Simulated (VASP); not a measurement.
# Nb2B3C (P6/mmm) in VASP: a series of runs

The runs below take Nb2B3C through single point, relaxation of cell and atoms, with PBE.

Everything below comes from runs of VASP 6.6.1. Logs are shortened: lines on timing, memory, paths and dates and some standing lists are left out, and cuts for length are marked.

### 1 The cell of the first run

Symmetry: P6/mmm, No. 191, hexagonal system. The conventional cell has a = 4.335 Å, b = 4.335 Å, c = 6.002 Å, α = 90.00°, β = 90.00°, γ = 120.00°. Nb (site symmetry -6m2) has 3 C at 2.50 Å and 3 Nb at 2.50 Å and 6 B at 2.89 Å within 3.3 Å. B (site symmetry 6mm) has 1 C at 1.45 Å and 1 B at 1.55 Å within 1.9 Å. Within 2.1 Å of B (site symmetry 6/mmm) lie 2 B at 1.55 Å. C (site symmetry 6/mmm) has 2 B at 1.45 Å within 1.9 Å.

### 2 Single point, PBE

The input, INCAR:

```
ALGO     = Normal         # electronic algorithm
EDIFF    = 1E-6           # SCF threshold, eV
ENCUT    = 520            # plane-wave cutoff, eV
GGA      = PE             # functional
ISIF     = 2              # what is computed and relaxed
ISMEAR   = 0              # smearing method
LASPH    = True           # aspherical terms in the spheres
LCHARG   = False          # write CHGCAR
LREAL    = False          # projectors in reciprocal space
LWAVE    = False          # write WAVECAR
NBANDS   = 28             # bands
NELM     = 80             # most SCF steps
PREC     = Accurate       # precision mode
SIGMA    = 0.1            # smearing width, eV
```

The input, KPOINTS:

```
k-points
0
Gamma
  12 12 6
```

The input, POSCAR:

```
Nb2B3C
1.0
    4.3354435311      0.0000000000      0.0000000000
   -2.1677217655      3.7546042346      0.0000000000
    0.0000000000      0.0000000000      6.0016307312
Nb B C
2 3 1
Direct
    0.3333333333      0.6666666667      0.0000000000
    0.6666666667      0.3333333333      0.0000000000
    0.0000000000      0.0000000000      0.7589334337
    0.0000000000      0.0000000000      0.2410665663
    0.0000000000      0.0000000000      0.5000000000
    0.0000000000      0.0000000000      0.0000000000
```

Potentials or basis: VASP PAW PBE potentials, release 64 (Nb_sv, B, C).

Launch:

```
$ cat potpaw_PBE.64/Nb_sv/POTCAR potpaw_PBE.64/B/POTCAR potpaw_PBE.64/C/POTCAR > POTCAR
$ mpirun -np 1 vasp_std > vasp.out
```

OUTCAR:

```text
EDIFF = 1E-6
   ENCUT = 520
   GGA = PE
   ISIF = 2
   ISMEAR = 0
   LASPH = True
   LREAL = False
   NELM = 80
   PREC = Accurate

 ion  position               nearest neighbor table
   1  0.333  0.667  0.000-   6 2.50   2 2.50   2 2.50   6 2.50   6 2.50   2 2.50
   2  0.667  0.333  0.000-   6 2.50   1 2.50   1 2.50   6 2.50   6 2.50   1 2.50
   3  0.000  0.000  0.759-   6 1.45   5 1.55
   4  0.000  0.000  0.241-   6 1.45   5 1.55
   5  0.000  0.000  0.500-   3 1.55   4 1.55
   6  0.000  0.000  0.000-   3 1.45   4 1.45   1 2.50   2 2.50   1 2.50   2 2.50   2 2.50   1 2.50

  LATTYP: Found a hexagonal cell.
 ALAT       =     4.3354435311
 C/A-ratio  =     1.3843175878

  Lattice vectors:

 A1 = (   4.3354435311,   0.0000000000,   0.0000000000)
 A2 = (  -2.1677217655,   3.7546042346,   0.0000000000)
 A3 = (   0.0000000000,   0.0000000000,   6.0016307312)

Analysis of symmetry for initial positions (statically):
=====================================================================
 Subroutine PRICEL returns:
 Original cell was already a primitive cell.

 Routine SETGRP: Setting up the symmetry group for a
 hexagonal supercell.

 Subroutine GETGRP returns: Found 24 space group operations
 (whereof 24 operations were pure point group operations)
 out of a pool of 24 trial point group operations.

The static configuration has the point symmetry D_6h.

Analysis of symmetry for dynamics (positions and initial velocities):
=====================================================================
 Subroutine PRICEL returns:
 Original cell was already a primitive cell.

 Routine SETGRP: Setting up the symmetry group for a
 hexagonal supercell.

 Subroutine GETGRP returns: Found 24 space group operations
 (whereof 24 operations were pure point group operations)
 out of a pool of 24 trial point group operations.

The dynamic configuration has the point symmetry D_6h.

 Subroutine INISYM returns: Found 24 space group operations
 (whereof 24 operations are pure point group operations),
 and found     1 'primitive' translations

----------------------------------------------------------------------------------------

                                     Primitive cell

[... 97 lines left out ...]
   NELM   =     80;   NELMIN=  2; NELMDL= -5     # of ELM steps
   EDIFF  = 0.1E-05   stopping-criterion for ELM
   LREAL  =      F    real-space projection
   EDIFFG = 0.1E-04   stopping-criterion for IOM
   NSW    =      0    number of steps for IOM
   IBRION =     -1    ionic relax: 0-MD 1-quasi-New 2-CG
   NFREE  =      0    steps in history (QN), initial steepest desc. (CG)
   ISIF   =      2    stress and relaxation
   ISYM   =      2    0-nonsym 1-usesym 2-fastsym
   POTIM  = 0.5000    time-step for ionic-motion
   TEBEG  =    0.0;   TEEND  =   0.0 temperature during run
   PSTRESS=    0.0 pullay stress
   NELECT =      39.0000    total number of electrons
   NUPDOWN=      -1.0000    fix difference up-down
   EMIN   =  10.00;   EMAX   =-10.00  energy-range for DOS
   EFERMI =   0.00;   METHOD = LEGACY
   ISMEAR =     0;   SIGMA  =   0.10  broadening in eV -4-tet -1-fermi 0-gaus
   EFERMI_NEDOS =   21; number of points for ismear=-14 and -15
   IALGO  =     38    algorithm
   IMIX   =      4    mixing-type and parameters
     AMIX     =   0.40;   BMIX     =  1.00
     AMIX_MAG =   1.60;   BMIX_MAG =  1.00
  volume/ion in A,a.u.               =      16.28       109.88
  Fermi-wavevector in a.u.,A,eV,Ry     =   1.205426  2.277926 19.769985  1.453053
  Thomas-Fermi vector in A             =   2.341123
   LORBIT       =      0    0 simple, 1 ext, 2 COOP (PROOUT), +10 PAW based schemes
   GGA     = PE    functional components
   LHFCALC =     F    Hartree Fock is set to
   AEXX    =    0.0000 exact exchange contribution
   IVDW    =     0    specifies the selected vdW correction
   LEPSILON=     F    determine dielectric tensor
   LRPA    =     F    only Hartree local field effects (RPA)
 non-spin polarized calculation
 Gauss-broadening in eV      SIGMA  =   0.10
  energy-cutoff  :      520.00
  volume of cell :       97.69
 maximum number of plane-waves:      2658
   NGX = 17   NGY = 17   NGZ = 23

 number of electron      39.0000000 magnetization

 Free energy of the ion-electron system (eV)
  ---------------------------------------------------
  ext. energy  EPLUGINS =         0.00000000
  ---------------------------------------------------
  free energy    TOTEN  =       -43.30894917 eV

  energy without entropy =      -43.28838990  energy(sigma->0) =      -43.29866953

 E-fermi :   4.8456     XC(G=0):  -9.6835

 val. band max:        4.8438104476   @ k =   0.1667   0.1667   0.3333
 cond. band min:       4.8469000671   @ k =   0.3333   0.1667   0.0000
 fundamental gap:      0.0030896195
 Fermi energy:         4.8456433171

 k-point     1 :       0.0000    0.0000    0.0000
  band No.  band energies     occupation
      1     -50.0928      2.00000
      2     -49.4485      2.00000
      3     -26.8602      2.00000
      4     -26.8602      2.00000
      5     -26.2044      2.00000
      6     -25.6733      2.00000
[... 733 lines left out ...]
     27       8.6139      0.00000
     28       9.3971      0.00000

 [... further k-points ...]

------------------------ aborting loop because EDIFF is reached ----------------------------------------

  FORCE on cell =-STRESS in cart. coord.  units (eV):
  Direction    XX          YY          ZZ          XY          YZ          ZX
  --------------------------------------------------------------------------------------
  -------------------------------------------------------------------------------------
  Total       -0.0670182     -0.0670182     -0.0407687     -0.0000000     -0.0000000      0.0000000
  in kB       -1.0990971     -1.0990971     -0.6686058     -0.0000000     -0.0000000      0.0000000
  external PRESSURE =      -0.9556000 kB  Pullay stress =       0.0000000 kB

 VOLUME and BASIS-vectors are now :
 -----------------------------------------------------------------------------
  energy-cutoff  :      520.00
  volume of cell :       97.69
      direct lattice vectors                 reciprocal lattice vectors
     4.335443531  0.000000000  0.000000000     0.230656908  0.133169828  0.000000000
    -2.167721766  3.754604235  0.000000000     0.000000000  0.266339656  0.000000000
     0.000000000  0.000000000  6.001630731     0.000000000  0.000000000  0.166621381

 POSITION                                       TOTAL-FORCE (eV/Angst)
 -----------------------------------------------------------------------------------
     -0.00000      2.50307      0.00000         0.000000      0.000000      0.000000
      2.16772      1.25153      0.00000        -0.000000      0.000000      0.000000
      0.00000      0.00000      4.55484        -0.000000      0.000000     -0.014115
      0.00000      0.00000      1.44679        -0.000000     -0.000000      0.014115
      0.00000      0.00000      3.00082        -0.000000      0.000000      0.000000
      0.00000      0.00000      0.00000        -0.000000      0.000000      0.000000
 -----------------------------------------------------------------------------------
    total drift:                               -0.000000      0.000000     -0.000000

  FREE ENERGIE OF THE ION-ELECTRON SYSTEM (eV)
  ---------------------------------------------------
  free  energy   TOTEN  =       -43.3089491688 eV

  energy  without entropy=      -43.2883898983  energy(sigma->0) =      -43.29866953
```

Run time: 3.4 min. Hardware: 1 thread of Intel Xeon 6975P-C, shared host; peak memory 0.34 GiB.

What came out:

```yaml
Free_energy: -43.3089 eV
Pressure: -0.1 GPa
Largest_force: 0.014 eV/Å
```

Forces on the atoms (eV/Å):
```
Nb   0.000  0.000  0.000
Nb   0.000  0.000  0.000
B    0.000  0.000 -0.014
B    0.000  0.000  0.014
B    0.000  0.000  0.000
C    0.000  0.000  0.000
```

Levels at points of the mesh, in eV from the Fermi level:
```
           k point  band 16  band 17  band 18  band 19  band 20  band 21  band 22  band 23
(0.00, 0.00, 0.00)    -1.12    -0.80    -0.32    -0.32     0.47     0.47     0.61     0.61
(0.50, 0.00, 0.00)    -2.05    -1.91    -1.36    -0.81     0.13     1.03     1.18     1.88
(0.00, 0.00, 0.50)    -1.49    -1.15    -1.15    -0.54     0.62     0.62     0.91     2.71
(0.50, 0.00, 0.50)    -2.86    -2.04    -0.60    -0.24     0.03     0.72     1.34     1.83
```

### 3 Relaxation of cell and atoms, PBE

The input, INCAR:

```
PREC     = Accurate       # precision mode
ENCUT    = 600            # plane-wave cutoff, eV
EDIFF    = 1E-7           # SCF threshold, eV
ISMEAR   = 0              # smearing method
SIGMA    = 0.1            # smearing width, eV
LREAL    = False          # projectors in reciprocal space
LASPH    = True           # aspherical terms in the spheres
NELM     = 80             # most SCF steps
ALGO     = Normal         # electronic algorithm
ISIF     = 3              # what is computed and relaxed
LWAVE    = False          # write WAVECAR
LCHARG   = False          # write CHGCAR
GGA      = PE             # functional
IBRION   = 2              # ionic algorithm
NSW      = 100            # ionic steps
EDIFFG   = -0.01          # ionic threshold
```

The input, KPOINTS:

```
regular mesh
0
Gamma
  12 12 6
```

The input, POSCAR:

```
Nb2B3C
1.0
    4.3311754795      0.0000000000      0.0000000000
   -2.1655877397      3.7509079935      0.0000000000
    0.0000000000      0.0000000000      6.0019629706
Nb B C
2 3 1
Direct
    0.3333333333      0.6666666667      0.0000000000
    0.6666666667      0.3333333333      0.0000000000
    0.0000000000      0.0000000000      0.7588739576
    0.0000000000      0.0000000000      0.2411260424
    0.0000000000      0.0000000000      0.5000000000
    0.0000000000      0.0000000000      0.0000000000
```

Potentials or basis: VASP PAW PBE potentials, release 64 (Nb_sv, B, C).

Launch:

```
$ cat potpaw_PBE.64/Nb_sv/POTCAR potpaw_PBE.64/B/POTCAR potpaw_PBE.64/C/POTCAR > POTCAR
$ mpirun -np 1 vasp_std > vasp.out
```

OUTCAR:

```text
PREC = Accurate
   ENCUT = 600
   EDIFF = 1E-7
   ISMEAR = 0
   LREAL = False
   LASPH = True
   NELM = 80
   ISIF = 3
   GGA = PE
   IBRION = 2
   NSW = 100
   EDIFFG = -0.01

 ion  position               nearest neighbor table
   1  0.333  0.667  0.000-   6 2.50   2 2.50   2 2.50   6 2.50   6 2.50   2 2.50
   2  0.667  0.333  0.000-   6 2.50   1 2.50   1 2.50   6 2.50   6 2.50   1 2.50
   3  0.000  0.000  0.759-   6 1.45   5 1.55
   4  0.000  0.000  0.241-   6 1.45   5 1.55
   5  0.000  0.000  0.500-   3 1.55   4 1.55
   6  0.000  0.000  0.000-   3 1.45   4 1.45   1 2.50   2 2.50   1 2.50   2 2.50   2 2.50   1 2.50

  LATTYP: Found a hexagonal cell.
 ALAT       =     4.3311754795
 C/A-ratio  =     1.3857584388

  Lattice vectors:

 A1 = (   4.3311754795,   0.0000000000,   0.0000000000)
 A2 = (  -2.1655877397,   3.7509079935,   0.0000000000)
 A3 = (   0.0000000000,   0.0000000000,   6.0019629706)

Analysis of symmetry for initial positions (statically):
=====================================================================
[... 185 lines left out ...]

  FORCE on cell =-STRESS in cart. coord.  units (eV):
  Direction    XX          YY          ZZ          XY          YZ          ZX
  --------------------------------------------------------------------------------------
  -------------------------------------------------------------------------------------
  Total        0.0870469      0.0870469     -0.0767073      0.0000000      0.0000000      0.0000000
  in kB        1.4303040      1.4303040     -1.2604091      0.0000000      0.0000000      0.0000000
  external PRESSURE =       0.5333996 kB  Pullay stress =       0.0000000 kB
[... 67 lines left out ...]
--------------------------------------- Ionic step        3  -------------------------------------------

 number of electron      39.0000001 magnetization

 Free energy of the ion-electron system (eV)
  ---------------------------------------------------
  ext. energy  EPLUGINS =         0.00000000
  ---------------------------------------------------
  free energy    TOTEN  =       -43.31322687 eV

  energy without entropy =      -43.29268483  energy(sigma->0) =      -43.30295585

 E-fermi :   4.8565     XC(G=0):  -9.6893

 val. band max:        4.8545611167   @ k =   0.4167   0.0000   0.5000
 cond. band min:       4.8573952243   @ k =   0.3333   0.1667   0.0000
 fundamental gap:      0.0028341076
 Fermi energy:         4.8564876481

 k-point     1 :       0.0000    0.0000    0.0000
  band No.  band energies     occupation
      1     -50.0836      2.00000
      2     -49.4357      2.00000
      3     -26.8544      2.00000
      4     -26.8544      2.00000
      5     -26.1940      2.00000
      6     -25.6603      2.00000
[... 613 lines left out ...]
     22       6.1965      0.00000
     23       6.9477      0.00000

 [... further k-points ...]

------------------------ aborting loop because EDIFF is reached ----------------------------------------

  FORCE on cell =-STRESS in cart. coord.  units (eV):
  Direction    XX          YY          ZZ          XY          YZ          ZX
  --------------------------------------------------------------------------------------
  -------------------------------------------------------------------------------------
  Total        0.0142770      0.0142770      0.0321327      0.0000000     -0.0000000      0.0000000
  in kB        0.2344770      0.2344770      0.5277277      0.0000000     -0.0000000      0.0000000
  external PRESSURE =       0.3322273 kB  Pullay stress =       0.0000000 kB
[... 21 lines left out ...]
  FREE ENERGIE OF THE ION-ELECTRON SYSTEM (eV)
  ---------------------------------------------------
  free  energy   TOTEN  =       -43.3132268666 eV

  energy  without entropy=      -43.2926848258  energy(sigma->0) =      -43.30295585

 reached required accuracy - stopping structural energy minimisation
```

CONTCAR:

```text
Nb2B3C
   1.00000000000000
     4.3330715231999104    0.0000000000000253    0.0000000000000000
    -2.1665357615499117    3.7525500155108018   -0.0000000000000000
     0.0000000000000000    0.0000000000000000    5.9996476078071161
  Nb              B               C
     2     3     1
Direct
     0.3333333332999970    0.6666666667000030    0.0000000000000000
     0.6666666667000030    0.3333333332999970    0.0000000000000000
     0.0000000000000000    0.0000000000000000    0.7588833279446365
     1.0000000000000000    0.0000000000000000    0.2411166720553634
     0.0000000000000000    0.0000000000000000    0.5000000000000000
     0.0000000000000000    0.0000000000000000    0.0000000000000000

  0.00000000E+00  0.00000000E+00  0.00000000E+00
  0.00000000E+00  0.00000000E+00  0.00000000E+00
  0.00000000E+00  0.00000000E+00  0.00000000E+00
  0.00000000E+00  0.00000000E+00  0.00000000E+00
  0.00000000E+00  0.00000000E+00  0.00000000E+00
  0.00000000E+00  0.00000000E+00  0.00000000E+00
```

It took 8.7 min on 1 thread of Intel Xeon 6975P-C, shared host; peak memory 0.39 GiB.

What came out:

- Free energy: -43.3132 eV
- Relaxed volume: 16.26 Å³/atom
- Relaxed cell: a = 4.333 Å, b = 4.333 Å, c = 6.000 Å, α = 90.00°, β = 90.00°, γ = 120.00°
- Space group after relaxing (to 0.05 Å): P6/mmm (No. 191)
- Energy gained by relaxing: 0.0 meV/atom
- Ionic steps: 3
- Pressure after relaxing: 0.0 GPa

Final structure:
```yaml
crystal:
  lattice:
    - [4.33307, 0.00000, 0.00000]
    - [-2.16654, 3.75255, 0.00000]
    - [0.00000, 0.00000, 5.99965]
  atoms:
    - { symbol: Nb, position: [0.33333, 0.66667, 0.00000] }
    - { symbol: Nb, position: [0.66667, 0.33333, 0.00000] }
    - { symbol: B, position: [0.00000, 0.00000, 0.75888] }
    - { symbol: B, position: [0.00000, 0.00000, 0.24112] }
    - { symbol: B, position: [0.00000, 0.00000, 0.50000] }
    - { symbol: C, position: [0.00000, 0.00000, 0.00000] }
```

Levels at points of the mesh, in eV from the Fermi level:
```tsv
k point	band 16	band 17	band 18	band 19	band 20	band 21	band 22	band 23
(0.00, 0.00, 0.00)	-1.13	-0.80	-0.32	-0.32	0.47	0.47	0.62	0.62
(0.50, 0.00, 0.00)	-2.06	-1.91	-1.37	-0.81	0.13	1.04	1.18	1.89
(0.00, 0.00, 0.50)	-1.49	-1.15	-1.15	-0.54	0.62	0.62	0.92	2.78
(0.50, 0.00, 0.50)	-2.86	-2.05	-0.61	-0.24	0.03	0.72	1.34	1.83
```
